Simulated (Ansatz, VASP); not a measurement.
## SiC in VASP and in Ansatz

The input INCAR:

```
PREC = Accurate
ENCUT = 600
EDIFF = 1E-6
ISMEAR = 0
SIGMA = 0.01
LREAL = False
LASPH = True
NELM = 120
ALGO = Normal
ISIF = 2
LWAVE = False
LCHARG = False
GGA = PS
NBANDS = 11
GGA_COMPAT = False
```

KPOINTS

```
regular mesh
0
Gamma
  8 8 8
```

Contents of POSCAR:

```
SiC
1.0
    0.0000000000      2.1780497564      2.1780497564
    2.1780497564      0.0000000000      2.1780497564
    2.1780497564      2.1780497564      0.0000000000
Si C
1 1
Direct
    0.2500000000      0.2500000000      0.2500000000
    0.0000000000      0.0000000000      0.0000000000
```

Input for Ansatz:

```yaml
crystal:
  lattice:
    - [0.0, 2.1780497564, 2.1780497564]
    - [2.1780497564, 0.0, 2.1780497564]
    - [2.1780497564, 2.1780497564, 0.0]
  atoms:
    - { symbol: Si, position: [0.25, 0.25, 0.25] }
    - { symbol: C, position: [0.0, 0.0, 0.0] }
kpoints:
  mp_grid: { grid: [8, 8, 8] }
hamiltonian:
  xc: pbesol
scf:
  occupations: { method: fixed }
  n_extra_bands: 4
output:
  forces: true
  stress: true
  eigenvalues: true
```

Alike in both runs: task single point; functional PBEsol; k mesh 8 × 8 × 8; no spin polarisation.

|  | VASP | Ansatz |
| --- | --- | --- |
| version | VASP 6.6.1 | Ansatz 0.2.0 |
| potentials or method | VASP PAW PBE potentials, release 64 (Si, C) | plane waves, PAW |
| plane-wave cutoff (eV) | 600 | 420 |
| occupations | gaussian, width 0.01 eV | fixed |
| valence electrons in the cell | 8 | 8 |

Ansatz gave:

| Property | Result |
| --- | --- |
| gap on the k mesh at the Fermi level (eV) | 1.24 |
| pressure (GPa) | 0.1 |

Task: Estimate VASP's values.

Result: gap on the k mesh at the Fermi level (eV): 1.23; pressure (GPa): 0.3.

VASP's potentials were made for PBE, not for PBEsol.
